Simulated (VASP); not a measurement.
# Te2As (P4/nmm) in VASP: a series of runs, part 2 of 2

VASP 6.6.1. The steps go on from the part before.

## 3. Single point, PBE

This run uses another cell than the first one, of 29.44 Å³/atom.

Contents of INCAR:

```
PREC = Accurate
ENCUT = 520
EDIFF = 1E-6
ISMEAR = 0
SIGMA = 0.1
LREAL = F
LASPH = T
NELM = 60
ALGO = Normal
ISIF = 2
LWAVE = F
LCHARG = F
GGA = PE
NBANDS = 26
```

Contents of KPOINTS:

```
Automatic mesh
0
Gamma
  4 4 2
```

Contents of POSCAR:

```
Te2As
1.0
    4.2321273973      0.0000000000      0.0000000000
    0.0000000000      4.2321273973      0.0000000000
    0.0000000000      0.0000000000      9.8609745681
Te As
4 2
Direct
    0.5000000000      0.0000000000      0.6445149952
    0.0000000000      0.5000000000      0.3554850048
    0.5000000000      0.0000000000      0.0307563689
    0.0000000000      0.5000000000      0.9692436311
    0.5000000000      0.0000000000      0.3597621070
    0.0000000000      0.5000000000      0.6402378930
```

Potentials or basis: VASP PAW PBE potentials, release 64 (Te, As).

Command:

```console
$ cat potpaw_PBE.64/Te/POTCAR potpaw_PBE.64/As/POTCAR > POTCAR
$ mpirun -np 1 vasp_std > vasp.out
```

OUTCAR:

```text
PREC = Accurate
   ENCUT = 520
   EDIFF = 1E-6
   ISMEAR = 0
   LREAL = F
   LASPH = T
   NELM = 60
   ISIF = 2
   GGA = PE

 ion  position               nearest neighbor table
   1  0.500  0.000  0.645-   5 2.81   6 2.99   6 2.99   6 2.99   6 2.99
   2  0.000  0.500  0.355-   6 2.81   5 2.99   5 2.99   5 2.99   5 2.99
   3  0.500  0.000  0.031-   4 3.05   4 3.05   4 3.05   4 3.05   5 3.24
   4  0.000  0.500  0.969-   3 3.05   3 3.05   3 3.05   3 3.05   6 3.24
   5  0.500  0.000  0.360-   1 2.81   2 2.99   2 2.99   2 2.99   2 2.99   3 3.24
   6  0.000  0.500  0.640-   2 2.81   1 2.99   1 2.99   1 2.99   1 2.99   4 3.24

  LATTYP: Found a simple tetragonal cell.
 ALAT       =     4.2321273973
 C/A-ratio  =     2.3300278187

  Lattice vectors:

 A1 = (   4.2321273973,   0.0000000000,   0.0000000000)
 A2 = (   0.0000000000,   4.2321273973,   0.0000000000)
 A3 = (   0.0000000000,   0.0000000000,   9.8609745681)

Analysis of symmetry for initial positions (statically):
=====================================================================
 Subroutine PRICEL returns:
 Original cell was already a primitive cell.

 Routine SETGRP: Setting up the symmetry group for a
 simple tetragonal supercell.

 Subroutine GETGRP returns: Found 16 space group operations
 (whereof  8 operations were pure point group operations)
 out of a pool of 16 trial point group operations.

The static configuration has the point symmetry D_2d.
 The point group associated with its full space group is D_4h.

Analysis of symmetry for dynamics (positions and initial velocities):
=====================================================================
 Subroutine PRICEL returns:
 Original cell was already a primitive cell.

 Routine SETGRP: Setting up the symmetry group for a
 simple tetragonal supercell.

 Subroutine GETGRP returns: Found 16 space group operations
 (whereof  8 operations were pure point group operations)
 out of a pool of 16 trial point group operations.

The dynamic configuration has the point symmetry D_2d.
 The point group associated with its full space group is D_4h.

[... 117 lines left out ...]
   LORBIT       =      0    0 simple, 1 ext, 2 COOP (PROOUT), +10 PAW based schemes
   GGA     = PE    functional components
   LHFCALC =     F    Hartree Fock is set to
   AEXX    =    0.0000 exact exchange contribution
   IVDW    =     0    specifies the selected vdW correction
   LEPSILON=     F    determine dielectric tensor
   LRPA    =     F    only Hartree local field effects (RPA)
 non-spin polarized calculation
 Gauss-broadening in eV      SIGMA  =   0.10
  energy-cutoff  :      520.00
  volume of cell :      176.62
 maximum number of plane-waves:      4780
 NGX is ok and might be reduce to    32
   NGX = 15   NGY = 15   NGZ = 37

 number of electron      33.9999998 magnetization

 Free energy of the ion-electron system (eV)
  ---------------------------------------------------
  ext. energy  EPLUGINS =         0.00000000
  ---------------------------------------------------
  free energy    TOTEN  =       -21.56049989 eV

  energy without entropy =      -21.54195265  energy(sigma->0) =      -21.55122627

 E-fermi :   5.9934     XC(G=0):  -9.3875

 val. band max:        5.8452732567   @ k =   0.5000   0.0000   0.0000
 cond. band min:       6.0032399394   @ k =   0.2500   0.2500   0.5000
 fundamental gap:      0.1579666827
 Fermi energy:         5.9933757105

 k-point     1 :       0.0000    0.0000    0.0000
  band No.  band energies     occupation
      1      -7.9292      2.00000
      2      -7.3040      2.00000
      3      -6.2777      2.00000
      4      -3.4928      2.00000
      5      -2.7337      2.00000
      6      -1.6518      2.00000
[... 337 lines left out ...]
     25      11.2789      0.00000
     26      11.2789      0.00000

------------------------ aborting loop because EDIFF is reached ----------------------------------------

  FORCE on cell =-STRESS in cart. coord.  units (eV):
  Direction    XX          YY          ZZ          XY          YZ          ZX
  --------------------------------------------------------------------------------------
  -------------------------------------------------------------------------------------
  Total       -0.1561409     -0.1561409      0.2891837      0.0000000      0.0000000     -0.0000000
  in kB       -1.4164127     -1.4164127      2.6232946      0.0000000      0.0000000     -0.0000000
  external PRESSURE =      -0.0698436 kB  Pullay stress =       0.0000000 kB

 VOLUME and BASIS-vectors are now :
 -----------------------------------------------------------------------------
  energy-cutoff  :      520.00
  volume of cell :      176.62
      direct lattice vectors                 reciprocal lattice vectors
     4.232127397  0.000000000  0.000000000     0.236287783  0.000000000  0.000000000
     0.000000000  4.232127397  0.000000000     0.000000000  0.236287783  0.000000000
     0.000000000  0.000000000  9.860974568     0.000000000  0.000000000  0.101409855

 POSITION                                       TOTAL-FORCE (eV/Angst)
 -----------------------------------------------------------------------------------
      2.11606      0.00000      6.35555         0.000000      0.000000      0.048477
      0.00000      2.11606      3.50543         0.000000     -0.000000     -0.048477
      2.11606      0.00000      0.30329        -0.000000      0.000000     -0.009466
      0.00000      2.11606      9.55769         0.000000      0.000000      0.009466
      2.11606      0.00000      3.54760         0.000000      0.000000     -0.015709
      0.00000      2.11606      6.31337         0.000000      0.000000      0.015709
 -----------------------------------------------------------------------------------
    total drift:                                0.000000      0.000000      0.000000

  FREE ENERGIE OF THE ION-ELECTRON SYSTEM (eV)
  ---------------------------------------------------
  free  energy   TOTEN  =       -21.5604998885 eV

  energy  without entropy=      -21.5419526478  energy(sigma->0) =      -21.55122627
```

stdout:

```text
POSCAR found type information on POSCAR TeAs
 POSCAR found :  2 types and       6 ions
 scaLAPACK will be used
 LDA part: xc-table for (Slater+PW92), standard interpolation
 POSCAR, INCAR and KPOINTS ok, starting setup
 FFT: planning ... GRIDC
 FFT: planning ... GRID_SOFT
 FFT: planning ... GRID
 WAVECAR not read
 entering main loop
```

It took 25 s on 1 thread of AMD EPYC 9R45 (Zen 5), shared host; peak memory 0.24 GiB.

What came out:

| Quantity | Value |
| --- | --- |
| Free energy | -21.5605 eV |
| Pressure | 0.0 GPa |
| Largest force | 0.048 eV/Å |
| Band gap on the k mesh | zero (bands 17 and 18 overlap by 2.74 eV) |

Forces on the atoms (eV/Å):
```
Te   0.000  0.000  0.048
Te   0.000  0.000 -0.048
Te   0.000  0.000 -0.009
Te   0.000  0.000  0.009
As   0.000  0.000 -0.016
As   0.000  0.000  0.016
```

Levels at points of the mesh, in eV from the Fermi level:
| k point | band 12 | band 13 | band 14 | band 15 | band 16 | band 17 | band 18 | band 19 | band 20 | band 21 |
| --- | --- | --- | --- | --- | --- | --- | --- | --- | --- | --- |
| (0.00, 0.00, 0.00) | -3.73 | -2.84 | -2.84 | -1.20 | -0.40 | 0.96 | 2.16 | 2.16 | 2.36 | 2.57 |
| (0.50, 0.00, 0.00) | -2.09 | -1.73 | -1.73 | -1.61 | -1.61 | -0.69 | -0.69 | -0.64 | -0.64 | -0.15 |
| (0.50, 0.50, 0.00) | -4.69 | -3.04 | -3.04 | -2.12 | -2.12 | 2.05 | 2.05 | 2.68 | 2.68 | 3.48 |
| (0.00, 0.00, 0.50) | -2.73 | -2.73 | -2.28 | -2.02 | -1.14 | 1.51 | 2.19 | 2.19 | 2.45 | 2.45 |
| (0.50, 0.00, 0.50) | -1.95 | -1.82 | -1.82 | -1.64 | -1.64 | -0.55 | -0.55 | -0.49 | -0.49 | 0.01 |
| (0.50, 0.50, 0.50) | -4.55 | -3.75 | -3.75 | -0.70 | -0.70 | 1.40 | 1.40 | 1.55 | 1.55 | 4.07 |

Caveat: the k points lie up to 0.37 Å⁻¹ apart, too coarse for converged energies and pressures of a metal; spin-orbit coupling is left out, which moves the levels of the heavy elements.

## 4. Relaxation of cell and atoms, PBE

Contents of INCAR:

```
SYSTEM = Te2As
PREC = Accurate
ENCUT = 600
EDIFF = 1E-7
ISMEAR = 0
SIGMA = 0.1
LREAL = .FALSE.
LASPH = .TRUE.
NELM = 80
ALGO = Normal
ISIF = 3
LWAVE = .FALSE.
LCHARG = .FALSE.
GGA = PE
IBRION = 2
NSW = 90
EDIFFG = -0.04
```

Contents of KPOINTS:

```
regular mesh
0
G
  4 4 2
  0 0 0
```

Contents of POSCAR:

```
Te2As
1.0
    3.8681729700      0.0000000000      0.0000000000
    0.0000000000      3.8681729700      0.0000000000
    0.0000000000      0.0000000000     11.2687039300
Te As
4 2
Direct
    0.5000000000      0.0000000000      0.7552999900
    0.0000000000      0.5000000000      0.2447000100
    0.5000000000      0.0000000000      0.0776000000
    0.0000000000      0.5000000000      0.9224000000
    0.5000000000      0.0000000000      0.3664999900
    0.0000000000      0.5000000000      0.6335000100
```

Command:

```console
$ cat potpaw_PBE.64/Te/POTCAR potpaw_PBE.64/As/POTCAR > POTCAR
$ mpirun -np 1 vasp_std > vasp.out
```

It took 23 min on 1 thread of AMD EPYC 9R45 (Zen 5), shared host; peak memory 0.31 GiB.

It converged, with:

```
Free energy                           : -21.5299 eV
Relaxed volume                        : 29.37 Å³/atom
Relaxed cell                          : a = 4.233 Å, b = 4.233 Å, c = 9.834 Å, α = 90.00°, β = 90.00°, γ = 90.00°
Space group after relaxing (to 0.1 Å) : P4/nmm (No. 129)
Energy gained by relaxing             : 425.8 meV/atom
Ionic steps                           : 69
Pressure after relaxing               : 0.0 GPa
Largest force after relaxing          : 0.014 eV/Å
```

Forces on the atoms (eV/Å):
```
Te   0.000  0.000 -0.004
Te   0.000  0.000  0.004
Te   0.000  0.000 -0.014
Te   0.000  0.000  0.014
As   0.000  0.000 -0.012
As   0.000  0.000  0.012
```

Stress tensor (GPa, compression positive):
```
 0.02  0.00  0.00
 0.00  0.02  0.00
 0.00  0.00 -0.12
```

The path:
```
step  energy change (eV)  largest force (eV/Å)  pressure (GPa)  volume (Å³)
   1              0.0000                1.1910           -0.50       168.61
   3             -0.4812                0.7045            3.48       160.03
   5             -0.5404                0.3876            4.66       158.57
   7             -0.7621                0.1998            2.48       168.11
   9             -0.8492                0.1619           -0.89       176.16
  11             -0.8520                0.1271           -0.42       174.85
  13             -0.8735                0.1736           -0.11       172.90
  15             -1.0435                0.6705            2.49       163.78
  17             -1.2031                0.7082            4.60       157.66
  19             -1.2146                0.7534            5.92       154.82
  21             -1.2198                0.7535            6.14       154.43
  23             -1.2267                0.7463            6.39       153.99
  25             -1.2701                0.7409            5.91       154.88
  27             -1.4112                0.7125            4.13       158.45
  29             -1.5500                0.6698           -0.85       173.12
  31             -1.5806                0.6756            0.12       169.48
  33             -1.6595                0.5975           -0.49       171.71
  35             -1.7274                0.4346           -0.73       173.65
  37             -1.7419                0.5863            3.10       165.00
  39             -1.8190                0.4357            0.91       170.02
  41             -1.8148                1.1001           -1.05       179.95
  43             -1.9384                0.7918           -0.61       175.41
  45             -2.0354                1.4156            1.30       179.35
  47             -2.1152                0.9785            0.56       178.45
  49             -2.2262                1.0203            0.62       182.03
  51             -2.3229                0.4842           -0.66       185.23
  53             -2.4971                0.3152            0.46       178.63
  55             -2.5081                0.3646            0.84       176.79
  57             -2.5277                0.3148            0.03       176.99
  59             -2.5375                0.1966            0.09       177.15
  61             -2.5430                0.1155           -0.16       177.77
  63             -2.5491                0.0917           -0.39       177.97
  65             -2.5512                0.0975           -0.06       176.68
  67             -2.5526                0.0609            0.02       176.38
  69             -2.5547                0.0142           -0.03       176.19
```

Final structure:
```
CELL_PARAMETERS angstrom
4.23285 0.00000 0.00000
0.00000 4.23285 0.00000
0.00000 0.00000 9.83379
ATOMIC_POSITIONS crystal
Te 0.50000 0.00000 0.64507
Te 0.00000 0.50000 0.35493
Te 0.50000 0.00000 0.02928
Te 0.00000 0.50000 0.97072
As 0.50000 0.00000 0.35755
As 0.00000 0.50000 0.64245
```

Levels at points of the mesh, in eV from the Fermi level:
| k point | band 12 | band 13 | band 14 | band 15 | band 16 | band 17 | band 18 | band 19 | band 20 | band 21 |
| --- | --- | --- | --- | --- | --- | --- | --- | --- | --- | --- |
| (0.00, 0.00, 0.00) | -3.77 | -2.97 | -2.97 | -1.26 | -0.44 | 0.87 | 2.14 | 2.14 | 2.28 | 2.54 |
| (0.50, 0.00, 0.00) | -2.17 | -1.83 | -1.83 | -1.65 | -1.65 | -0.77 | -0.77 | -0.76 | -0.76 | -0.27 |
| (0.50, 0.50, 0.00) | -4.82 | -3.11 | -3.11 | -2.19 | -2.19 | 2.10 | 2.10 | 2.59 | 2.59 | 3.40 |
| (0.00, 0.00, 0.50) | -2.85 | -2.85 | -2.32 | -2.10 | -1.22 | 1.49 | 2.22 | 2.22 | 2.36 | 2.54 |
| (0.50, 0.00, 0.50) | -1.97 | -1.86 | -1.86 | -1.70 | -1.70 | -0.67 | -0.67 | -0.57 | -0.57 | -0.08 |
| (0.50, 0.50, 0.50) | -4.67 | -3.84 | -3.84 | -0.70 | -0.70 | 1.26 | 1.26 | 1.56 | 1.56 | 3.99 |

Caveat: the k points lie up to 0.37 Å⁻¹ apart in the final cell; the bands computed are all filled at some k points, so no gap is given; spin-orbit coupling is left out, which moves the levels of the heavy elements.

## 5. Overview

```csv
task,cell,cutoff (eV),gap on the mesh (eV),pressure (GPa),largest force (eV/Å)
single point,"a = 3.868, b = 3.868, c = 11.269 Å, 6 atoms, atomic positions A",520,none,-0.5,1.19
single point,"a = 4.232, b = 4.232, c = 9.861 Å, 6 atoms, atomic positions B",520,none,0.0,0.05
relaxation of cell and atoms,"relaxed from a = 3.868, b = 3.868, c = 11.269 Å, 6 atoms, atomic positions A",600,-,0.0,0.01
```

Alike in all rows: level PBE; potentials or basis VASP PAW PBE potentials, release 64 (Te, As); no spin polarisation; k mesh 4 × 4 × 2; smearing gaussian 0.1 eV.

Caveats: all runs use coarse meshes; spin-orbit coupling is left out, which moves the levels of the heavy elements; this functional lacks dispersion, which binds the layers, so the pressure and a relaxed spacing across them are unreliable (at least some runs); forces of over 1 eV/Å act on the atoms, so gaps and moduli don't describe the material at rest (at least some runs); the bands computed are all filled at some k points, so no gap is given (at least some runs).

Total energies depend on the potentials used, so only differences within one code and one set of settings carry meaning.
